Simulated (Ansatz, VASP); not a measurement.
## NbP in VASP and in Ansatz

INCAR

```
SYSTEM = NbP
PREC = Accurate
ENCUT = 520
EDIFF = 1E-8
ISMEAR = -1
SIGMA = 0.03
LREAL = .FALSE.
LASPH = .TRUE.
NELM = 100
ALGO = Normal
ISIF = 2
LWAVE = .FALSE.
LCHARG = .FALSE.
GGA = CA
LEFG = .TRUE.
NBANDS = 26
```

File KPOINTS:

```
Automatic mesh
0
G
  14 14 14
  0 0 0
```

Contents of POSCAR:

```
NbP
1.0
   -1.6749232544      1.6749232544      5.7401081759
    1.6749232544     -1.6749232544      5.7401081759
    1.6749232544      1.6749232544     -5.7401081759
Nb P
2 2
Direct
    0.4998808000      0.4998808000      0.0000000000
    0.2498808000      0.7498808000      0.5000000000
    0.0827477700      0.0827477700      0.0000000000
    0.8327477700      0.3327477700      0.5000000000
```

Input for Ansatz:

```yaml
crystal:
  lattice:
    - [-1.6749232544, 1.6749232544, 5.7401081759]
    - [1.6749232544, -1.6749232544, 5.7401081759]
    - [1.6749232544, 1.6749232544, -5.7401081759]
  atoms:
    - { symbol: Nb, position: [0.4998808, 0.4998808, 0.0] }
    - { symbol: Nb, position: [0.2498808, 0.7498808, 0.5] }
    - { symbol: P, position: [0.08274777, 0.08274777, 0.0] }
    - { symbol: P, position: [0.83274777, 0.33274777, 0.5] }
kpoints:
  mp_grid: { grid: [14, 14, 14] }
  band_path:
    path:
      - [0.0, 0.0, 0.0]
      - [0.0, 0.0, 0.5]
      - [0.25, 0.25, 0.25]
      - [0.0, 0.5, 0.0]
      - [0.0, 0.0, 0.0]
      - [0.5, 0.5, -0.5]
      - [0.2712857854, 0.7287142146, -0.2712857854]
      - [-0.2712857854, 0.2712857854, 0.2712857854]
      - [0.0, 0.0, 0.0]
    npoints: 8
scf:
  occupations: { method: fermi_dirac, width: 0.03 }
hamiltonian:
  xc: lda
  pseudopotentials: { kind: all_electron, datasets: crystal }
output:
  forces: true
  stress: true
  eigenvalues: true
  efg: { contact_densities: true }
```

Alike in both runs: task electric field gradients; functional LDA; k mesh 14 × 14 × 14; occupations fermi-dirac, width 0.03 eV; no spin polarisation.

|  | VASP | Ansatz |
| --- | --- | --- |
| version | VASP 6.6.1 | Ansatz 0.2.0 |
| potentials or method | VASP PAW LDA potentials, release 64 (Nb_sv, P), cutoff 520 eV | all-electron PAW with datasets made for the crystal, scalar-relativistic |

VASP gave:

* pressure (GPa): -9.5
* traceless stress, the component that is largest in VASP (GPa): 0.18
* rms of the force components (eV/Å): 0.008
* size of Vzz on the site where it differs most (V/Å²): 19.2

What did Ansatz give for the same quantities?

Pressure (GPa): -9.4; traceless stress, the component that is largest in VASP (GPa): 0.18; rms of the force components (eV/Å): 0.007; size of Vzz on the site where it differs most (V/Å²): 20.5.

LDA's correlation is that of Perdew and Zunger in VASP and of Perdew and Wang (1992) in Ansatz. Atom by atom the forces differ by 0.000 eV/Å (rms over components). Ansatz ran all-electron here, and VASP with PAW potentials.
